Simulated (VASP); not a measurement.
# Ge (Fd-3m) in VASP: notebook

The runs below take Ge through single point, relaxation of volume and atoms at fixed shape, with PBEsol.

Everything below comes from runs of VASP 6.6.1. Logs are shortened: lines on timing, memory, paths and dates and some standing lists are left out, and cuts for length are marked.

**The experiment to reproduce.**

From “Electronic and optical properties of SixGe1-x-ySny alloys lattice-matched to Ge”, 2021, arxiv:2109.02782, for a bulk crystal of Ge at 293 K: band gap 0.666 eV (indirect).

The results are compared with them further down.

## Step 1: The cell of the first run

Symmetry: Fd-3m, No. 227, cubic system. Conventional cell: a = 5.676 Å, b = 5.676 Å, c = 5.676 Å, α = 90.00°, β = 90.00°, γ = 90.00°. Ge (site symmetry -43m) has 4 Ge at 2.46 Å within 3.2 Å.

## Step 2: Single point, PBEsol

The input, INCAR:

```
  PREC = Accurate
  ENCUT = 520
  EDIFF = 1E-6
  ISMEAR = -1
  SIGMA = 0.02
  LREAL = F
  LASPH = T
  NELM = 80
  ALGO = Normal
  ISIF = 2
  LWAVE = F
  LCHARG = T
  GGA = PS
  LELF = T
  LVHAR = T
  NBANDS = 21
```

The input, KPOINTS:

```
Automatic mesh
0
Gamma
  14 14 14
```

The input, POSCAR:

```
Ge
1.0
    4.0132809757      0.0000000000      0.0000000000
    2.0066404879      3.4756032775      0.0000000000
    2.0066404879      1.1585344258      3.2768301950
Ge
2
Direct
    0.0000000000      0.0000000000      0.0000000000
    0.2500000000      0.2500000000      0.2500000000
```

Potentials or basis: VASP PAW PBE potentials, release 64 (Ge_d).

Started as:

```
cat potpaw_PBE.64/Ge_d/POTCAR > POTCAR
mpirun -np 1 vasp_std > vasp.out
```

OUTCAR:

```text
PREC = Accurate
   ENCUT = 520
   EDIFF = 1E-6
   ISMEAR = -1
   LREAL = F
   LASPH = T
   NELM = 80
   ISIF = 2
   GGA = PS

 ion  position               nearest neighbor table
   1  0.000  0.000  0.000-   2 2.46   2 2.46   2 2.46   2 2.46
   2  0.250  0.250  0.250-   1 2.46   1 2.46   1 2.46   1 2.46

  LATTYP: Found a face centered cubic cell.
 ALAT       =     5.6756363855

  Lattice vectors:

 A1 = (   4.0132809757,   0.0000000000,   0.0000000000)
 A2 = (   2.0066404879,   3.4756032775,   0.0000000000)
 A3 = (   2.0066404879,   1.1585344258,   3.2768301950)

Analysis of symmetry for initial positions (statically):
=====================================================================
 Subroutine PRICEL returns:
 Original cell was already a primitive cell.

 Routine SETGRP: Setting up the symmetry group for a
 face centered cubic supercell.

 Subroutine GETGRP returns: Found 48 space group operations
 (whereof 24 operations were pure point group operations)
 out of a pool of 48 trial point group operations.

The static configuration has the point symmetry T_d .
 The point group associated with its full space group is O_h .

Analysis of symmetry for dynamics (positions and initial velocities):
=====================================================================
 Subroutine PRICEL returns:
 Original cell was already a primitive cell.

 Routine SETGRP: Setting up the symmetry group for a
 face centered cubic supercell.

 Subroutine GETGRP returns: Found 48 space group operations
 (whereof 24 operations were pure point group operations)
 out of a pool of 48 trial point group operations.

The dynamic configuration has the point symmetry T_d .
 The point group associated with its full space group is O_h .

 Subroutine INISYM returns: Found 48 space group operations
 (whereof 24 operations are pure point group operations),
 and found     1 'primitive' translations

----------------------------------------------------------------------------------------

                                     Primitive cell

  volume of cell :      45.7071

  direct lattice vectors                    reciprocal lattice vectors
     4.013280976  0.000000000  0.000000000     0.249172686 -0.143859917 -0.101724323
     2.006640488  3.475603277  0.000000000     0.000000000  0.287719835 -0.101724323
     2.006640488  1.158534426  3.276830195     0.000000000  0.000000000  0.305172969

  length of vectors
     4.013280976  4.013280976  4.013280976     0.305172969  0.305172969  0.305172969

  position of ions in fractional coordinates (direct lattice)
     0.000000000  0.000000000  0.000000000
     0.250000000  0.250000000  0.250000000

  ion indices of the primitive-cell ions
   primitive index   ion index
                 1           1
                 2           2

----------------------------------------------------------------------------------------

 KPOINTS: Automatic mesh

Automatic generation of k-mesh.
 Grid dimensions read from file:
 generate k-points for:   14   14   14

 Generating k-lattice:

  Cartesian coordinates                     Fractional coordinates (reciprocal lattice)
     0.017798049 -0.010275708 -0.007266023     0.071428571 -0.000000000 -0.000000000
     0.000000000  0.020551417 -0.007266023     0.000000000  0.071428571 -0.000000000
     0.000000000  0.000000000  0.021798069     0.000000000  0.000000000  0.071428571

  Length of vectors
     0.021798069  0.021798069  0.021798069

  Shift w.r.t. Gamma in fractional coordinates (k-lattice)
     0.000000000  0.000000000  0.000000000

 Subroutine IBZKPT returns following result:
 ===========================================

 Found    104 irreducible k-points:

 Following reciprocal coordinates:
            Coordinates               Weight
  0.000000  0.000000  0.000000      1.000000
  0.071429  0.000000  0.000000      8.000000
  0.142857  0.000000 -0.000000      8.000000
  0.214286  0.000000  0.000000      8.000000
  0.285714  0.000000 -0.000000      8.000000
  0.357143  0.000000 -0.000000      8.000000
[... 16 lines left out ...]
  0.214286  0.142857 -0.000000     24.000000
  0.285714  0.142857  0.000000     24.000000
 [... further k-points ...]
   k-points           NKPTS =    104   k-points in BZ     NKDIM =    104   number of bands    NBANDS=     21
   number of dos      NEDOS =    301   number of ions     NIONS =      2
   total plane-waves  NPLWV =  27000
   dimension x,y,z NGX =    30 NGY =   30 NGZ =   30
   dimension x,y,z NGXF=    60 NGYF=   60 NGZF=   60
   ions per type =               2
   NGX,Y,Z   is equivalent  to a cutoff of  12.43, 12.43, 12.43 a.u.
   NGXF,Y,Z  is equivalent  to a cutoff of  24.85, 24.85, 24.85 a.u.
 SYSTEM =  unknown system
   PREC   = accura    normal or accurate (medium, high low for compatibility)
   ISTART =      0    job   : 0-new  1-cont  2-samecut
   ICHARG =      2    charge: 1-file 2-atom 10-const
   ISPIN  =      1    spin polarized calculation?
   LNONCOLLINEAR =      F non collinear calculations
   LSORBIT =      F    spin-orbit coupling
   LASPH  =      T    aspherical Exc in radial PAW
   ENCUT  =  520.0 eV  38.22 Ry    6.18 a.u.   7.46  7.46  7.46*2*pi/ulx,y,z
   NELM   =     80;   NELMIN=  2; NELMDL= -5     # of ELM steps
   EDIFF  = 0.1E-05   stopping-criterion for ELM
   LREAL  =      F    real-space projection
   EDIFFG = 0.1E-04   stopping-criterion for IOM
   NSW    =      0    number of steps for IOM
   IBRION =     -1    ionic relax: 0-MD 1-quasi-New 2-CG
   NFREE  =      0    steps in history (QN), initial steepest desc. (CG)
   ISIF   =      2    stress and relaxation
   ISYM   =      2    0-nonsym 1-usesym 2-fastsym
   POTIM  = 0.5000    time-step for ionic-motion
   TEBEG  =    0.0;   TEEND  =   0.0 temperature during run
   PSTRESS=    0.0 pullay stress
   NELECT =      28.0000    total number of electrons
   NUPDOWN=      -1.0000    fix difference up-down
   EMIN   =  10.00;   EMAX   =-10.00  energy-range for DOS
   EFERMI =   0.00;   METHOD = LEGACY
   ISMEAR =    -1;   SIGMA  =   0.02  broadening in eV -4-tet -1-fermi 0-gaus
   EFERMI_NEDOS =   21; number of points for ismear=-14 and -15
   IALGO  =     38    algorithm
   IMIX   =      4    mixing-type and parameters
     AMIX     =   0.40;   BMIX     =  1.00
     AMIX_MAG =   1.60;   BMIX_MAG =  1.00
  volume/ion in A,a.u.               =      22.85       154.22
  Fermi-wavevector in a.u.,A,eV,Ry     =   1.390378  2.627434 26.302122  1.933151
  Thomas-Fermi vector in A             =   2.514319
   LORBIT       =      0    0 simple, 1 ext, 2 COOP (PROOUT), +10 PAW based schemes
   GGA     = PS    functional components
   LHFCALC =     F    Hartree Fock is set to
   AEXX    =    0.0000 exact exchange contribution
   IVDW    =     0    specifies the selected vdW correction
   LEPSILON=     F    determine dielectric tensor
   LRPA    =     F    only Hartree local field effects (RPA)
 non-spin polarized calculation
  energy-cutoff  :      520.00
  volume of cell :       45.71
 maximum number of plane-waves:      1248
 NGX is ok and might be reduce to    30
   NGX = 15   NGY = 15   NGZ = 15

 number of electron      28.0000014 magnetization

 Free energy of the ion-electron system (eV)
  ---------------------------------------------------
  ext. energy  EPLUGINS =         0.00000000
  ---------------------------------------------------
  free energy    TOTEN  =        -9.87452989 eV

  energy without entropy =       -9.87449070  energy(sigma->0) =       -9.87451030

 E-fermi :   4.7824     XC(G=0): -10.0842

 val. band max:        4.7697979350   @ k =   0.0000   0.0000   0.0000
 cond. band min:       4.8638629554   @ k =   0.5000   0.0000   0.0000
 fundamental gap:      0.0940650204
 Fermi energy:         4.7823588006

 k-point     1 :       0.0000    0.0000    0.0000
  band No.  band energies     occupation
      1     -19.9791      2.00000
      2     -19.9791      2.00000
      3     -19.9791      2.00000
      4     -19.9432      2.00000
      5     -19.9432      2.00000
      6     -19.7362      2.00000
[... 13 lines left out ...]
     20      14.2248      0.00000
     21      14.2248      0.00000

 k-point     2 :       0.0714    0.0000    0.0000
  band No.  band energies     occupation
      1     -19.9823      2.00000
      2     -19.9823      2.00000
      3     -19.9783      2.00000
      4     -19.9389      2.00000
      5     -19.9389      2.00000
      6     -19.7415      2.00000
[... 13 lines left out ...]
     20      13.7377      0.00000
     21      13.7377      0.00000

 k-point     3 :       0.1429    0.0000   -0.0000
  band No.  band energies     occupation
      1     -19.9886      2.00000
      2     -19.9886      2.00000
      3     -19.9759      2.00000
      4     -19.9296      2.00000
      5     -19.9296      2.00000
      6     -19.7502      2.00000
[... 13 lines left out ...]
     20      13.1789      0.00000
     21      13.1789      0.00000

 k-point     4 :       0.2143    0.0000    0.0000
  band No.  band energies     occupation
      1     -19.9945      2.00000
      2     -19.9945      2.00000
      3     -19.9725      2.00000
      4     -19.9196      2.00000
      5     -19.9196      2.00000
      6     -19.7583      2.00000
[... 13 lines left out ...]
     20      12.9676      0.00000
     21      12.9676      0.00000

 k-point     5 :       0.2857    0.0000   -0.0000
  band No.  band energies     occupation
      1     -19.9988      2.00000
      2     -19.9988      2.00000
      3     -19.9686      2.00000
      4     -19.9114      2.00000
      5     -19.9114      2.00000
      6     -19.7644      2.00000
[... 13 lines left out ...]
     20      13.2328      0.00000
     21      13.2328      0.00000
[... 382 lines left out ...]
     20      13.0075      0.00000
     21      13.5555      0.00000

 k-point    22 :       0.1429    0.1429   -0.0000
  band No.  band energies     occupation
      1     -19.9872      2.00000
      2     -19.9862      2.00000
      3     -19.9862      2.00000
      4     -19.9318      2.00000
      5     -19.9145      2.00000
      6     -19.7767      2.00000
[... 13 lines left out ...]
     20      12.5223      0.00000
     21      14.5697      0.00000

 k-point    23 :       0.2143    0.1429   -0.0000
  band No.  band energies     occupation
      1     -19.9953      2.00000
      2     -19.9905      2.00000
      3     -19.9814      2.00000
      4     -19.9244      2.00000
      5     -19.9027      2.00000
      6     -19.7896      2.00000
[... 13 lines left out ...]
     20      13.2990      0.00000
     21      14.4772      0.00000

 k-point    24 :       0.2857    0.1429    0.0000
  band No.  band energies     occupation
      1     -20.0034      2.00000
      2     -19.9953      2.00000
      3     -19.9734      2.00000
      4     -19.9153      2.00000
      5     -19.8922      2.00000
      6     -19.7994      2.00000
[... 13 lines left out ...]
     20      13.9201      0.00000
     21      14.5094      0.00000

 [... further k-points ...]

------------------------ aborting loop because EDIFF is reached ----------------------------------------

  FORCE on cell =-STRESS in cart. coord.  units (eV):
  Direction    XX          YY          ZZ          XY          YZ          ZX
  --------------------------------------------------------------------------------------
  -------------------------------------------------------------------------------------
  Total       -0.1189443     -0.1189443     -0.1189443     -0.0000000      0.0000000     -0.0000000
  in kB       -4.1693716     -4.1693716     -4.1693716     -0.0000000      0.0000000     -0.0000000
  external PRESSURE =      -4.1693716 kB  Pullay stress =       0.0000000 kB

 VOLUME and BASIS-vectors are now :
 -----------------------------------------------------------------------------
  energy-cutoff  :      520.00
  volume of cell :       45.71
      direct lattice vectors                 reciprocal lattice vectors
     4.013280976  0.000000000  0.000000000     0.249172686 -0.143859917 -0.101724323
     2.006640488  3.475603277  0.000000000     0.000000000  0.287719835 -0.101724323
     2.006640488  1.158534426  3.276830195     0.000000000  0.000000000  0.305172969

 POSITION                                       TOTAL-FORCE (eV/Angst)
 -----------------------------------------------------------------------------------
      0.00000      0.00000      0.00000         0.000000      0.000000     -0.000000
      2.00664      1.15853      0.81921        -0.000000     -0.000000      0.000000
 -----------------------------------------------------------------------------------
    total drift:                                0.000000      0.000000      0.000000

  FREE ENERGIE OF THE ION-ELECTRON SYSTEM (eV)
  ---------------------------------------------------
  free  energy   TOTEN  =        -9.8745298886 eV

  energy  without entropy=       -9.8744907049  energy(sigma->0) =       -9.87451030
```

It took 55 s on 1 thread of Intel Xeon Platinum 8488C (Sapphire Rapids), shared host; peak memory 0.21 GiB.

What came out:

```yaml
Free_energy: -9.8745 eV
Pressure: -0.4 GPa
Band_gap_on_the_k_mesh: zero (filled and empty bands touch)
```

Caveat: semilocal functionals underestimate gaps, so a narrow gap can read as zero; the PAW data sets were made with another functional, which shifts forces and pressure a little.

## Step 3: Relaxation of volume and atoms at fixed shape, PBEsol

This run uses another cell than the first one, of 22.64 Å³/atom.

The input, INCAR:

```
SYSTEM = Ge
PREC = Accurate
ENCUT = 600
EDIFF = 1E-7
ISMEAR = -1
SIGMA = 0.02
LREAL = .False.
LASPH = .True.
NELM = 60
ALGO = Normal
ISIF = 8
LWAVE = .False.
LCHARG = .False.
GGA = PS
IBRION = 2
NSW = 80
EDIFFG = -0.02
```

The input, KPOINTS:

```
regular mesh
0
Gamma
  14 14 14
  0 0 0
```

The input, POSCAR:

```
Ge
1.0
    4.0006830000      0.0000000000      0.0000000000
    2.0003415000      3.4646931105      0.0000000000
    2.0003415000      1.1548977035      3.2665439909
Ge
2
Direct
    0.0000000000      0.0000000000      0.0000000000
    0.2500000000      0.2500000000      0.2500000000
```

Potentials or basis: VASP PAW PBE potentials, release 64 (Ge_d).

Started as:

```
cat potpaw_PBE.64/Ge_d/POTCAR > POTCAR
mpirun -np 1 vasp_std > vasp.out
```

Run time: 74 s. Hardware: 1 thread of Intel Xeon Platinum 8488C (Sapphire Rapids), shared host; peak memory 0.23 GiB.

Results (log left out):

* Free energy: -9.8746 eV
* Relaxed volume: 22.91 Å³/atom
* Relaxed cell: a = 4.016 Å, b = 4.016 Å, c = 4.016 Å, α = 60.00°, β = 60.00°, γ = 60.00°
* Space group after relaxing (to 0.1 Å): Fd-3m (No. 227)
* Energy gained by relaxing: 0.3 meV/atom
* Ionic steps: 2
* Pressure after relaxing: -0.1 GPa
* Band gap on the k mesh: zero (filled and empty bands touch)

The path:
| step | energy change (eV) | largest force (eV/Å) | pressure (GPa) | volume (Å³) |
| --- | --- | --- | --- | --- |
| 1 | 0.0000 | 0.0000 | 0.58 | 45.28 |
| 2 | -0.0007 | 0.0000 | -0.10 | 45.82 |

Final structure:
```
Ge
1.0
     4.01650    0.00000    0.00000
     2.00825    3.47839    0.00000
     2.00825    1.15946    3.27946
Ge
2
Direct
  0.00000 0.00000 0.00000
  0.25000 0.25000 0.25000
```

Levels at points of the mesh, in eV from the Fermi level:
```csv
k point,band 11,band 12,band 13,band 14,band 15,band 16,band 17,band 18
"(0.00, 0.00, 0.00)",-12.72,-0.13,-0.01,-0.01,-0.01,2.52,2.52,2.52
"(0.50, 0.00, 0.00)",-10.65,-7.58,-1.40,-1.40,0.08,3.69,3.69,6.95
"(0.50, 0.50, 0.00)",-8.87,-8.87,-3.06,-3.06,0.67,0.67,9.38,9.38
```

Caveat: semilocal functionals underestimate gaps, so a narrow gap can read as zero; the PAW data sets were made with another functional, which shifts forces and pressure a little. Zero-point motion and thermal expansion aren't in these numbers.

## Step 4: Comparison with measurements

Step 2. A measured gap of Ge is 0.666 eV (indirect; 293 K; “Electronic and optical properties of SixGe1-x-ySny alloys lattice-matched to Ge”, 2021, arxiv:2109.02782); the calculated 0.00 eV misses it by -0.67 eV. 3 values of this kind are on record (0.666 to 0.807 eV); this one was drawn at random among those near their median. Spin-orbit coupling on Ge is left out. The value is that of PBEsol on a finite k mesh, which can miss the band edges, without temperature or zero-point motion. Semilocal functionals fall short of measured gaps as a rule.
